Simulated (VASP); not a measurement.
# NbSnSe4 (P4/mmm) in VASP: further runs

Runs on NbSnSe4. Level: PBE. Tasks: single point.

All numbers are computed with VASP 6.6.1; they aren't measurements. Logs are shortened: lines on timing, memory, paths and dates and some standing lists are left out, and cuts for length are marked.

**1. The cell of the first run**

The structure is tetragonal, space group P4/mmm (No. 123). The conventional cell has a = 7.841 Å, b = 7.841 Å, c = 2.646 Å, α = 90.00°, β = 90.00°, γ = 90.00°. Within 3.5 Å of Nb (site symmetry 4/mmm) lie 2 Nb at 2.65 Å. Within 3.5 Å of Sn (site symmetry 4/mmm) lie 2 Sn at 2.65 Å and 8 Se at 2.94 Å. Se (site symmetry m2m) has 3 Se at 2.58 to 2.65 Å and 2 Sn at 2.94 Å within 3.4 Å.

**2. Single point, PBE**

INCAR

```
SYSTEM = NbSnSe4
PREC = Accurate
ENCUT = 500
EDIFF = 1E-6
ISMEAR = 0
SIGMA = 0.15
LREAL = .FALSE.
LASPH = .TRUE.
NELM = 120
ALGO = Normal
ISIF = 2
LWAVE = .FALSE.
LCHARG = .FALSE.
GGA = PE
NBANDS = 34
GGA_COMPAT = .FALSE.
```

KPOINTS

```
Automatic mesh
0
G
  2 2 3
  0 0 0
```

POSCAR

```
NbSnSe4
1.0
    7.8405186369      0.0000000000      0.0000000000
    0.0000000000      7.8405186369      0.0000000000
    0.0000000000      0.0000000000      2.6462702925
Nb Sn Se
1 1 4
Direct
    0.5000000000      0.5000000000      0.0000000000
    0.0000000000      0.0000000000      0.0000000000
    0.3351836749      0.0000000000      0.5000000000
    0.6648163251      0.0000000000      0.5000000000
    0.0000000000      0.6648163251      0.5000000000
    0.0000000000      0.3351836749      0.5000000000
```

Potentials or basis: VASP PAW PBE potentials, release 64 (Nb_sv, Sn_d, Se).

The run is started by

```bash
$ cat potpaw_PBE.64/Nb_sv/POTCAR potpaw_PBE.64/Sn_d/POTCAR potpaw_PBE.64/Se/POTCAR > POTCAR
$ mpirun -np 1 vasp_std > vasp.out
```

OUTCAR:

```text
SYSTEM = NbSnSe4
   PREC = Accurate
   ENCUT = 500
   EDIFF = 1E-6
   ISMEAR = 0
   LREAL = .FALSE.
   LASPH = .TRUE.
   NELM = 120
   ISIF = 2
   GGA = PE

 ion  position               nearest neighbor table
   1  0.500  0.500  0.000-
   2  0.000  0.000  0.000-   3 2.94   4 2.94   5 2.94   6 2.94   3 2.94   4 2.94   5 2.94   6 2.94

   3  0.335  0.000  0.500-   4 2.58   2 2.94   2 2.94
   4  0.665  0.000  0.500-   3 2.58   2 2.94   2 2.94
   5  0.000  0.665  0.500-   6 2.58   2 2.94   2 2.94
   6  0.000  0.335  0.500-   5 2.58   2 2.94   2 2.94

  LATTYP: Found a simple tetragonal cell.
 ALAT       =     7.8405186369
 C/A-ratio  =     0.3375121488

  Lattice vectors:

 A1 = (   7.8405186369,   0.0000000000,   0.0000000000)
 A2 = (   0.0000000000,   7.8405186369,   0.0000000000)
 A3 = (   0.0000000000,   0.0000000000,   2.6462702925)

Analysis of symmetry for initial positions (statically):
=====================================================================
 Subroutine PRICEL returns:
 Original cell was already a primitive cell.

 Routine SETGRP: Setting up the symmetry group for a
 simple tetragonal supercell.

 Subroutine GETGRP returns: Found 16 space group operations
 (whereof 16 operations were pure point group operations)
 out of a pool of 16 trial point group operations.

The static configuration has the point symmetry D_4h.

Analysis of symmetry for dynamics (positions and initial velocities):
=====================================================================
 Subroutine PRICEL returns:
 Original cell was already a primitive cell.

 Routine SETGRP: Setting up the symmetry group for a
 simple tetragonal supercell.

 Subroutine GETGRP returns: Found 16 space group operations
 (whereof 16 operations were pure point group operations)
 out of a pool of 16 trial point group operations.

The dynamic configuration has the point symmetry D_4h.

 Subroutine INISYM returns: Found 16 space group operations
 (whereof 16 operations are pure point group operations),
 and found     1 'primitive' translations

----------------------------------------------------------------------------------------

                                     Primitive cell

  volume of cell :     162.6761

  direct lattice vectors                    reciprocal lattice vectors
     7.840518637  0.000000000  0.000000000     0.127542583  0.000000000  0.000000000
     0.000000000  7.840518637  0.000000000     0.000000000  0.127542583  0.000000000
     0.000000000  0.000000000  2.646270293     0.000000000  0.000000000  0.377890347

  length of vectors
     7.840518637  7.840518637  2.646270293     0.127542583  0.127542583  0.377890347

  position of ions in fractional coordinates (direct lattice)
     0.500000000  0.500000000  0.000000000
     0.000000000  0.000000000  0.000000000
     0.335183675  0.000000000  0.500000000
     0.664816325  0.000000000  0.500000000
     0.000000000  0.664816325  0.500000000
     0.000000000  0.335183675  0.500000000

  ion indices of the primitive-cell ions
   primitive index   ion index
                 1           1
                 2           2
                 3           3
                 4           4
                 5           5
                 6           6

----------------------------------------------------------------------------------------

 KPOINTS: Automatic mesh

Automatic generation of k-mesh.
 Grid dimensions read from file:
 generate k-points for:    2    2    3

 Generating k-lattice:

  Cartesian coordinates                     Fractional coordinates (reciprocal lattice)
     0.063771292  0.000000000  0.000000000     0.500000000  0.000000000  0.000000000
     0.000000000  0.063771292  0.000000000     0.000000000  0.500000000  0.000000000
     0.000000000  0.000000000  0.125963449     0.000000000  0.000000000  0.333333333

  Length of vectors
     0.063771292  0.063771292  0.125963449

  Shift w.r.t. Gamma in fractional coordinates (k-lattice)
     0.000000000  0.000000000  0.000000000

 Subroutine IBZKPT returns following result:
 ===========================================

 Found      6 irreducible k-points:

 Following reciprocal coordinates:
            Coordinates               Weight
  0.000000  0.000000  0.000000      1.000000
  0.500000  0.000000  0.000000      2.000000
  0.500000  0.500000  0.000000      1.000000
  0.000000  0.000000  0.333333      2.000000
  0.500000  0.000000  0.333333      4.000000
  0.500000  0.500000  0.333333      2.000000
   k-points           NKPTS =      6   k-points in BZ     NKDIM =      6   number of bands    NBANDS=     34
   number of dos      NEDOS =    301   number of ions     NIONS =      6
   total plane-waves  NPLWV =  72000
   dimension x,y,z NGX =    60 NGY =   60 NGZ =   20
   dimension x,y,z NGXF=   120 NGYF=  120 NGZF=   40
   ions per type =               1   1   4
   NGX,Y,Z   is equivalent  to a cutoff of  12.72, 12.72, 12.56 a.u.
   NGXF,Y,Z  is equivalent  to a cutoff of  25.44, 25.44, 25.13 a.u.
 SYSTEM =  NbSnSe4
   PREC   = accura    normal or accurate (medium, high low for compatibility)
   ISTART =      0    job   : 0-new  1-cont  2-samecut
   ICHARG =      2    charge: 1-file 2-atom 10-const
   ISPIN  =      1    spin polarized calculation?
   LNONCOLLINEAR =      F non collinear calculations
   LSORBIT =      F    spin-orbit coupling
   LASPH  =      T    aspherical Exc in radial PAW
   ENCUT  =  500.0 eV  36.75 Ry    6.06 a.u.  14.30 14.30  4.82*2*pi/ulx,y,z
   NELM   =    120;   NELMIN=  2; NELMDL= -5     # of ELM steps
   EDIFF  = 0.1E-05   stopping-criterion for ELM
   LREAL  =      F    real-space projection
   EDIFFG = 0.1E-04   stopping-criterion for IOM
   NSW    =      0    number of steps for IOM
   IBRION =     -1    ionic relax: 0-MD 1-quasi-New 2-CG
   NFREE  =      0    steps in history (QN), initial steepest desc. (CG)
   ISIF   =      2    stress and relaxation
   ISYM   =      2    0-nonsym 1-usesym 2-fastsym
   POTIM  = 0.5000    time-step for ionic-motion
   TEBEG  =    0.0;   TEEND  =   0.0 temperature during run
   PSTRESS=    0.0 pullay stress
   NELECT =      51.0000    total number of electrons
   NUPDOWN=      -1.0000    fix difference up-down
   EMIN   =  10.00;   EMAX   =-10.00  energy-range for DOS
   EFERMI =   0.00;   METHOD = LEGACY
   ISMEAR =     0;   SIGMA  =   0.15  broadening in eV -4-tet -1-fermi 0-gaus
   EFERMI_NEDOS =   21; number of points for ismear=-14 and -15
   IALGO  =     38    algorithm
   IMIX   =      4    mixing-type and parameters
     AMIX     =   0.40;   BMIX     =  1.00
     AMIX_MAG =   1.60;   BMIX_MAG =  1.00
  volume/ion in A,a.u.               =      27.11       182.97
  Fermi-wavevector in a.u.,A,eV,Ry     =   1.112134  2.101628 16.828245  1.236841
  Thomas-Fermi vector in A             =   2.248704
   LORBIT       =      0    0 simple, 1 ext, 2 COOP (PROOUT), +10 PAW based schemes
   GGA     = PE    functional components
   LHFCALC =     F    Hartree Fock is set to
   AEXX    =    0.0000 exact exchange contribution
   IVDW    =     0    specifies the selected vdW correction
   LEPSILON=     F    determine dielectric tensor
   LRPA    =     F    only Hartree local field effects (RPA)
 non-spin polarized calculation
 Gauss-broadening in eV      SIGMA  =   0.15
  energy-cutoff  :      500.00
  volume of cell :      162.68
 maximum number of plane-waves:      4152
 NGX is ok and might be reduce to    60
   NGX = 29   NGY = 29   NGZ =  9

 number of electron      50.9999992 magnetization

 Free energy of the ion-electron system (eV)
  ---------------------------------------------------
  ext. energy  EPLUGINS =         0.00000000
  ---------------------------------------------------
  free energy    TOTEN  =       -24.39420998 eV

  energy without entropy =      -24.32890666  energy(sigma->0) =      -24.36155832

 E-fermi :   4.4766     XC(G=0):  -9.2890

 val. band max:        4.2925157581   @ k =   0.0000   0.0000   0.0000
 cond. band min:       4.4857465226   @ k =   0.5000   0.0000   0.3333
 fundamental gap:      0.1932307645
 Fermi energy:         4.4765661085

 k-point     1 :       0.0000    0.0000    0.0000
  band No.  band energies     occupation
      1     -50.8571      2.00000
      2     -27.1036      2.00000
      3     -27.1036      2.00000
      4     -25.5931      2.00000
      5     -18.7731      2.00000
      6     -18.0204      2.00000
[... 26 lines left out ...]
     33       9.6071      0.00000
     34       9.6614      0.00000

 k-point     2 :       0.5000    0.0000    0.0000
  band No.  band energies     occupation
      1     -50.8571      2.00000
      2     -27.1036      2.00000
      3     -27.1036      2.00000
      4     -25.5931      2.00000
      5     -18.7731      2.00000
      6     -18.0202      2.00000
[... 26 lines left out ...]
     33       8.5363      0.00000
     34       9.5209      0.00000

 k-point     3 :       0.5000    0.5000    0.0000
  band No.  band energies     occupation
      1     -50.8572      2.00000
      2     -27.1036      2.00000
      3     -27.1036      2.00000
      4     -25.5931      2.00000
      5     -18.7731      2.00000
      6     -18.0199      2.00000
[... 26 lines left out ...]
     33       8.5425      0.00000
     34       8.6521      0.00000

 k-point     4 :       0.0000    0.0000    0.3333
  band No.  band energies     occupation
      1     -50.6876      2.00000
      2     -26.9553      2.00000
      3     -26.9553      2.00000
      4     -26.8587      2.00000
      5     -18.1959      2.00000
      6     -18.1959      2.00000
[... 26 lines left out ...]
     33       6.8046      0.00000
     34       9.5446      0.00000

 k-point     5 :       0.5000    0.0000    0.3333
  band No.  band energies     occupation
      1     -50.6876      2.00000
      2     -26.9553      2.00000
      3     -26.9553      2.00000
      4     -26.8587      2.00000
      5     -18.1960      2.00000
      6     -18.1959      2.00000
[... 26 lines left out ...]
     33       7.0496      0.00000
     34       7.3490      0.00000

 k-point     6 :       0.5000    0.5000    0.3333
  band No.  band energies     occupation
      1     -50.6876      2.00000
      2     -26.9553      2.00000
      3     -26.9553      2.00000
      4     -26.8587      2.00000
      5     -18.1960      2.00000
      6     -18.1960      2.00000
[... 26 lines left out ...]
     33       7.4162      0.00000
     34       7.4309      0.00000

------------------------ aborting loop because EDIFF is reached ----------------------------------------

  FORCE on cell =-STRESS in cart. coord.  units (eV):
  Direction    XX          YY          ZZ          XY          YZ          ZX
  --------------------------------------------------------------------------------------
  -------------------------------------------------------------------------------------
  Total        0.7232065      0.7232065     -0.1492982      0.0000000     -0.0000000     -0.0000000
  in kB        7.1227735      7.1227735     -1.4704202      0.0000000     -0.0000000     -0.0000000
  external PRESSURE =       4.2583756 kB  Pullay stress =       0.0000000 kB

 VOLUME and BASIS-vectors are now :
 -----------------------------------------------------------------------------
  energy-cutoff  :      500.00
  volume of cell :      162.68
      direct lattice vectors                 reciprocal lattice vectors
     7.840518637  0.000000000  0.000000000     0.127542583  0.000000000  0.000000000
     0.000000000  7.840518637  0.000000000     0.000000000  0.127542583  0.000000000
     0.000000000  0.000000000  2.646270293     0.000000000  0.000000000  0.377890347

 POSITION                                       TOTAL-FORCE (eV/Angst)
 -----------------------------------------------------------------------------------
      3.92026      3.92026      0.00000         0.000000      0.000000      0.000000
      0.00000      0.00000      0.00000         0.000000      0.000000      0.000000
      2.62801      0.00000      1.32314        -0.016062      0.000000     -0.000000
      5.21250      0.00000      1.32314         0.016062      0.000000      0.000000
      0.00000      5.21250      1.32314         0.000000      0.016062     -0.000000
      0.00000      2.62801      1.32314         0.000000     -0.016062      0.000000
 -----------------------------------------------------------------------------------
    total drift:                                0.000000      0.000000      0.000000

  FREE ENERGIE OF THE ION-ELECTRON SYSTEM (eV)
  ---------------------------------------------------
  free  energy   TOTEN  =       -24.3942099827 eV

  energy  without entropy=      -24.3289066609  energy(sigma->0) =      -24.36155832
```

Wall time 41 s (1 thread of Intel Xeon 6975P-C, shared host); peak memory 0.26 GiB.

What came out:

```
Free energy   : -24.3942 eV
Pressure      : 0.4 GPa
Largest force : 0.016 eV/Å
```

Forces in eV/Å, atoms in the order of the input:
```
Nb   0.000  0.000  0.000
Sn   0.000  0.000  0.000
Se  -0.016  0.000  0.000
Se   0.016  0.000  0.000
Se   0.000  0.016  0.000
Se   0.000 -0.016  0.000
```

Caveat: the k points lie up to 0.79 Å⁻¹ apart; spin-orbit coupling is left out, which moves the levels of the heavy elements.

**3. Single point, PBE**

This run uses another cell than the first one, of 27.67 Å³/atom, 1.020 times its volume.

INCAR

```
PREC = Accurate ; ENCUT = 500
EDIFF = 1E-6 ; ISMEAR = 0
SIGMA = 0.15 ; LREAL = False
LASPH = True ; NELM = 120
ALGO = Normal ; ISIF = 2
LWAVE = False ; LCHARG = False
GGA = PE ; NBANDS = 34
GGA_COMPAT = False
```

KPOINTS

```
regular mesh
0
Gamma
  3 3 2
```

POSCAR

```
NbSnSe4
1.0
    3.9390553085      0.0000000000      0.0000000000
    0.0000000000      3.9390553085      0.0000000000
    0.0000000000      0.0000000000     10.6990567327
Nb Sn Se
1 1 4
Direct
    0.0000000000      0.0000000000      0.5000000000
    0.5000000000      0.5000000000      0.0000000000
    0.0000000000      0.0000000000      0.2697775006
    0.0000000000      0.0000000000      0.7302224994
    0.5000000000      0.5000000000      0.5000000000
    0.0000000000      0.0000000000      0.0000000000
```

Potentials or basis: VASP PAW PBE potentials, release 64 (Nb_sv, Sn_d, Se).

The run is started by

```bash
$ cat potpaw_PBE.64/Nb_sv/POTCAR potpaw_PBE.64/Sn_d/POTCAR potpaw_PBE.64/Se/POTCAR > POTCAR
$ mpirun -np 1 vasp_std > vasp.out
```

It took 47 s on 1 thread of Intel Xeon 6975P-C, shared host; peak memory 0.26 GiB.

Results (log left out):

* Free energy: -28.1798 eV
* Pressure: -0.1 GPa
* Largest force: 0.006 eV/Å

Forces in eV/Å, atoms in the order of the input:
```
Nb   0.000  0.000  0.000
Sn   0.000  0.000  0.000
Se   0.000  0.000 -0.006
Se   0.000  0.000  0.006
Se   0.000  0.000  0.000
Se   0.000  0.000  0.000
```

Levels at points of the mesh, in eV from the Fermi level:
| k point | band 22 | band 23 | band 24 | band 25 | band 26 | band 27 | band 28 | band 29 |
| --- | --- | --- | --- | --- | --- | --- | --- | --- |
| (0.00, 0.00, 0.00) | -1.64 | -1.47 | -1.47 | -0.30 | 0.10 | 0.10 | 1.07 | 1.55 |
| (0.00, 0.00, 0.50) | -1.38 | -1.38 | -1.02 | -0.57 | -0.30 | -0.07 | -0.07 | 1.62 |

Caveat: the k points lie up to 0.53 Å⁻¹ apart; spin-orbit coupling is left out, which moves the levels of the heavy elements.
